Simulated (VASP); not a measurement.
# Nb (P6_3/mmc) in VASP: single point with LDA

Aim: the single point of Nb with LDA.

All numbers are computed with VASP 6.6.1; they aren't measurements. Logs are shortened: lines on timing, memory, paths and dates and some standing lists are left out, and cuts for length are marked.

**1. The cell of the first run**

It takes space group P6_3/mmc (No. 194, hexagonal). Conventional cell: a = 2.956 Å, b = 2.956 Å, c = 4.789 Å, α = 90.00°, β = 90.00°, γ = 120.00°. Nb (site symmetry -6m2) has 12 Nb at 2.94 to 2.96 Å within 3.9 Å.

**2. Single point, LDA**

The input, INCAR:

```
PREC     = Accurate       # precision mode
ENCUT    = 520            # plane-wave cutoff, eV
EDIFF    = 1E-7           # SCF threshold, eV
ISMEAR   = -1             # smearing method
SIGMA    = 0.05           # smearing width, eV
LREAL    = False          # projectors in reciprocal space
LASPH    = True           # aspherical terms in the spheres
NELM     = 60             # most SCF steps
ALGO     = Normal         # electronic algorithm
ISIF     = 2              # what is computed and relaxed
LWAVE    = False          # write WAVECAR
LCHARG   = False          # write CHGCAR
GGA      = CA             # functional
NBANDS   = 20             # bands
```

The input, KPOINTS:

```
Automatic mesh
0
Gamma
  12 12 6
```

The input, POSCAR:

```
Nb
1.0
    2.9563926124      0.0000000000      0.0000000000
   -1.4781963062      2.5603111058      0.0000000000
    0.0000000000      0.0000000000      4.7893560320
Nb
2
Direct
    0.3333333333      0.6666666667      0.2500000000
    0.6666666667      0.3333333333      0.7500000000
```

Potentials or basis: VASP PAW LDA potentials, release 64 (Nb_sv).

The run is started by

```
$ cat potpaw_LDA.64/Nb_sv/POTCAR > POTCAR
$ mpirun -np 1 vasp_std > vasp.out
```

OUTCAR:

```text
PREC = Accurate
   ENCUT = 520
   EDIFF = 1E-7
   ISMEAR = -1
   LREAL = False
   LASPH = True
   NELM = 60
   ISIF = 2
   GGA = CA

 ion  position               nearest neighbor table
   1  0.333  0.667  0.250-   2 2.94   2 2.94   2 2.94   2 2.94   2 2.94   2 2.94
   2  0.667  0.333  0.750-   1 2.94   1 2.94   1 2.94   1 2.94   1 2.94   1 2.94

  LATTYP: Found a hexagonal cell.
 ALAT       =     2.9563926124
 C/A-ratio  =     1.6200000000

  Lattice vectors:

 A1 = (   2.9563926124,   0.0000000000,   0.0000000000)
 A2 = (  -1.4781963062,   2.5603111058,   0.0000000000)
 A3 = (   0.0000000000,   0.0000000000,   4.7893560320)

Analysis of symmetry for initial positions (statically):
=====================================================================
 Subroutine PRICEL returns:
 Original cell was already a primitive cell.

 Routine SETGRP: Setting up the symmetry group for a
 hexagonal supercell.

 Subroutine GETGRP returns: Found 24 space group operations
 (whereof 12 operations were pure point group operations)
 out of a pool of 24 trial point group operations.

The static configuration has the point symmetry D_3d.
 The point group associated with its full space group is D_6h.

Analysis of symmetry for dynamics (positions and initial velocities):
=====================================================================
 Subroutine PRICEL returns:
 Original cell was already a primitive cell.

 Routine SETGRP: Setting up the symmetry group for a
 hexagonal supercell.

 Subroutine GETGRP returns: Found 24 space group operations
 (whereof 12 operations were pure point group operations)
 out of a pool of 24 trial point group operations.

The dynamic configuration has the point symmetry D_3d.
 The point group associated with its full space group is D_6h.

 Subroutine INISYM returns: Found 24 space group operations
 (whereof 12 operations are pure point group operations),
 and found     1 'primitive' translations

----------------------------------------------------------------------------------------

                                     Primitive cell

  volume of cell :      36.2520

  direct lattice vectors                    reciprocal lattice vectors
     2.956392612  0.000000000  0.000000000     0.338250067  0.195288767  0.000000000
    -1.478196306  2.560311106  0.000000000     0.000000000  0.390577535  0.000000000
     0.000000000  0.000000000  4.789356032     0.000000000  0.000000000  0.208796338

  length of vectors
     2.956392612  2.956392612  4.789356032     0.390577535  0.390577535  0.208796338

  position of ions in fractional coordinates (direct lattice)
     0.333333333  0.666666667  0.250000000
     0.666666667  0.333333333  0.750000000

  ion indices of the primitive-cell ions
   primitive index   ion index
                 1           1
                 2           2

----------------------------------------------------------------------------------------

 KPOINTS: Automatic mesh

Automatic generation of k-mesh.
 Grid dimensions read from file:
 generate k-points for:   12   12    6

 Generating k-lattice:

  Cartesian coordinates                     Fractional coordinates (reciprocal lattice)
     0.028187506  0.016274064  0.000000000     0.083333333  0.000000000  0.000000000
     0.000000000  0.032548128  0.000000000     0.000000000  0.083333333  0.000000000
     0.000000000  0.000000000  0.034799390     0.000000000  0.000000000  0.166666667

  Length of vectors
     0.032548128  0.032548128  0.034799390

  Shift w.r.t. Gamma in fractional coordinates (k-lattice)
     0.000000000  0.000000000  0.000000000

 Subroutine IBZKPT returns following result:
 ===========================================

 Found     76 irreducible k-points:

 Following reciprocal coordinates:
            Coordinates               Weight
  0.000000  0.000000  0.000000      1.000000
  0.083333  0.000000  0.000000      6.000000
  0.166667  0.000000  0.000000      6.000000
  0.250000  0.000000  0.000000      6.000000
  0.333333  0.000000  0.000000      6.000000
  0.416667  0.000000  0.000000      6.000000
[... 16 lines left out ...]
  0.250000  0.000000  0.166667     12.000000
  0.333333  0.000000  0.166667     12.000000
 [... further k-points ...]
   k-points           NKPTS =     76   k-points in BZ     NKDIM =     76   number of bands    NBANDS=     20
   number of dos      NEDOS =    301   number of ions     NIONS =      2
   total plane-waves  NPLWV =  20736
   dimension x,y,z NGX =    24 NGY =   24 NGZ =   36
   dimension x,y,z NGXF=    48 NGYF=   48 NGZF=   72
   ions per type =               2
   NGX,Y,Z   is equivalent  to a cutoff of  13.50, 13.50, 12.50 a.u.
   NGXF,Y,Z  is equivalent  to a cutoff of  26.99, 26.99, 24.99 a.u.
 SYSTEM =  unknown system
   PREC   = accura    normal or accurate (medium, high low for compatibility)
   ISTART =      0    job   : 0-new  1-cont  2-samecut
   ICHARG =      2    charge: 1-file 2-atom 10-const
   ISPIN  =      1    spin polarized calculation?
   LNONCOLLINEAR =      F non collinear calculations
   LSORBIT =      F    spin-orbit coupling
   LASPH  =      T    aspherical Exc in radial PAW
   ENCUT  =  520.0 eV  38.22 Ry    6.18 a.u.   5.50  5.50  8.91*2*pi/ulx,y,z
   NELM   =     60;   NELMIN=  2; NELMDL= -5     # of ELM steps
   EDIFF  = 0.1E-06   stopping-criterion for ELM
   LREAL  =      F    real-space projection
   EDIFFG = 0.1E-05   stopping-criterion for IOM
   NSW    =      0    number of steps for IOM
   IBRION =     -1    ionic relax: 0-MD 1-quasi-New 2-CG
   NFREE  =      0    steps in history (QN), initial steepest desc. (CG)
   ISIF   =      2    stress and relaxation
   ISYM   =      2    0-nonsym 1-usesym 2-fastsym
   POTIM  = 0.5000    time-step for ionic-motion
   TEBEG  =    0.0;   TEEND  =   0.0 temperature during run
   PSTRESS=    0.0 pullay stress
   NELECT =      26.0000    total number of electrons
   NUPDOWN=      -1.0000    fix difference up-down
   EMIN   =  10.00;   EMAX   =-10.00  energy-range for DOS
   EFERMI =   0.00;   METHOD = LEGACY
   ISMEAR =    -1;   SIGMA  =   0.05  broadening in eV -4-tet -1-fermi 0-gaus
   EFERMI_NEDOS =   21; number of points for ismear=-14 and -15
   IALGO  =     38    algorithm
   IMIX   =      4    mixing-type and parameters
     AMIX     =   0.40;   BMIX     =  1.00
     AMIX_MAG =   1.60;   BMIX_MAG =  1.00
  volume/ion in A,a.u.               =      18.13       122.32
  Fermi-wavevector in a.u.,A,eV,Ry     =   1.465397  2.769199 29.216991  2.147388
  Thomas-Fermi vector in A             =   2.581259
   LORBIT       =      0    0 simple, 1 ext, 2 COOP (PROOUT), +10 PAW based schemes
   GGA     = CA    functional components
   LHFCALC =     F    Hartree Fock is set to
   AEXX    =    0.0000 exact exchange contribution
   IVDW    =     0    specifies the selected vdW correction
   LEPSILON=     F    determine dielectric tensor
   LRPA    =     F    only Hartree local field effects (RPA)
 non-spin polarized calculation
  energy-cutoff  :      520.00
  volume of cell :       36.25
 maximum number of plane-waves:      1002
 NGX is ok and might be reduce to    24
   NGX = 11   NGY = 11   NGZ = 17

 number of electron      26.0000001 magnetization

 Free energy of the ion-electron system (eV)
  ---------------------------------------------------
  ext. energy  EPLUGINS =         0.00000000
  ---------------------------------------------------
  free energy    TOTEN  =       -21.72549359 eV

  energy without entropy =      -21.69589493  energy(sigma->0) =      -21.71069426

 E-fermi :  11.2844     XC(G=0): -12.6792

 val. band max:       11.2839303072   @ k =   0.4167   0.0833   0.3333
 cond. band min:      11.2914390736   @ k =   0.1667   0.0833   0.0000
 fundamental gap:      0.0075087664
 Fermi energy:        11.2843579851

 k-point     1 :       0.0000    0.0000    0.0000
  band No.  band energies     occupation
      1     -43.1412      2.00000
      2     -42.9050      2.00000
      3     -19.9549      2.00000
      4     -18.8162      2.00000
      5     -18.8162      2.00000
      6     -18.6351      2.00000
[... 12 lines left out ...]
     19      15.5004      0.00000
     20      15.5004      0.00000

 k-point     2 :       0.0833    0.0000    0.0000
  band No.  band energies     occupation
      1     -43.1280      2.00000
      2     -42.8988      2.00000
      3     -19.9253      2.00000
      4     -18.8868      2.00000
      5     -18.8385      2.00000
      6     -18.7075      2.00000
[... 12 lines left out ...]
     19      15.6298      0.00000
     20      16.4115      0.00000

 k-point     3 :       0.1667    0.0000    0.0000
  band No.  band energies     occupation
      1     -43.0911      2.00000
      2     -42.8824      2.00000
      3     -19.8402      2.00000
      4     -19.0787      2.00000
      5     -18.8999      2.00000
      6     -18.8973      2.00000
[... 12 lines left out ...]
     19      15.8920      0.00000
     20      18.0359      0.00000

 k-point     4 :       0.2500    0.0000    0.0000
  band No.  band energies     occupation
      1     -43.0383      2.00000
      2     -42.8617      2.00000
      3     -19.7116      2.00000
      4     -19.3388      2.00000
      5     -19.1506      2.00000
      6     -18.9737      2.00000
[... 12 lines left out ...]
     19      16.1250      0.00000
     20      19.7379      0.00000

 k-point     5 :       0.3333    0.0000    0.0000
  band No.  band energies     occupation
      1     -42.9813      2.00000
      2     -42.8447      2.00000
      3     -19.5954      2.00000
      4     -19.5597      2.00000
      5     -19.3897      2.00000
      6     -19.0468      2.00000
[... 12 lines left out ...]
     19      16.2737      0.00000
     20      21.2495      0.00000
[... 353 lines left out ...]
      6     -18.7600      2.00000
[... 12 lines left out ...]
     19      15.6281      0.00000
     20      16.1546      0.00000

 k-point    22 :       0.1667    0.0000    0.1667
  band No.  band energies     occupation
      1     -43.0774      2.00000
      2     -42.8966      2.00000
      3     -19.7761      2.00000
      4     -19.0563      2.00000
      5     -18.9518      2.00000
      6     -18.8825      2.00000
[... 12 lines left out ...]
     19      15.8145      0.00000
     20      17.3727      0.00000

 k-point    23 :       0.2500    0.0000    0.1667
  band No.  band energies     occupation
      1     -43.0267      2.00000
      2     -42.8737      2.00000
      3     -19.6930      2.00000
      4     -19.2915      2.00000
      5     -19.1924      2.00000
      6     -18.9567      2.00000
[... 12 lines left out ...]
     19      15.9710      0.00000
     20      18.5457      0.00000

 k-point    24 :       0.3333    0.0000    0.1667
  band No.  band energies     occupation
      1     -42.9722      2.00000
      2     -42.8540      2.00000
      3     -19.7052      2.00000
      4     -19.4757      2.00000
      5     -19.3539      2.00000
      6     -19.0279      2.00000
[... 12 lines left out ...]
     19      16.0913      0.00000
     20      19.2889      0.00000

 [... further k-points ...]

------------------------ aborting loop because EDIFF is reached ----------------------------------------

  FORCE on cell =-STRESS in cart. coord.  units (eV):
  Direction    XX          YY          ZZ          XY          YZ          ZX
  --------------------------------------------------------------------------------------
  -------------------------------------------------------------------------------------
  Total       -1.6476740     -1.6476740      0.1522064      0.0000000     -0.0000000      0.0000000
  in kB      -72.8198706    -72.8198706      6.7268474      0.0000000     -0.0000000      0.0000000
  external PRESSURE =     -46.3042979 kB  Pullay stress =       0.0000000 kB

 VOLUME and BASIS-vectors are now :
 -----------------------------------------------------------------------------
  energy-cutoff  :      520.00
  volume of cell :       36.25
      direct lattice vectors                 reciprocal lattice vectors
     2.956392612  0.000000000  0.000000000     0.338250067  0.195288767  0.000000000
    -1.478196306  2.560311106  0.000000000     0.000000000  0.390577535  0.000000000
     0.000000000  0.000000000  4.789356032     0.000000000  0.000000000  0.208796338

 POSITION                                       TOTAL-FORCE (eV/Angst)
 -----------------------------------------------------------------------------------
     -0.00000      1.70687      1.19734        -0.000000      0.000000      0.000000
      1.47820      0.85344      3.59202         0.000000     -0.000000      0.000000
 -----------------------------------------------------------------------------------
    total drift:                               -0.000000      0.000000     -0.000000

  FREE ENERGIE OF THE ION-ELECTRON SYSTEM (eV)
  ---------------------------------------------------
  free  energy   TOTEN  =       -21.7254935870 eV

  energy  without entropy=      -21.6958949300  energy(sigma->0) =      -21.71069426
```

Wall time 30 s (1 thread of Intel Xeon Platinum 8259CL at 2.50GHz (Skylake/Cascade Lake), shared host); peak memory 0.16 GiB.

What came out:

```yaml
Free_energy: -21.7255 eV
Pressure: -4.6 GPa
Band_gap_on_the_k_mesh: zero (band 13 reaches 13.04 eV, above the bottom of band 14 at 10.60 eV)
```

Stress tensor (GPa, compression positive):
```
-7.28  0.00  0.00
 0.00 -7.28  0.00
 0.00  0.00  0.67
```
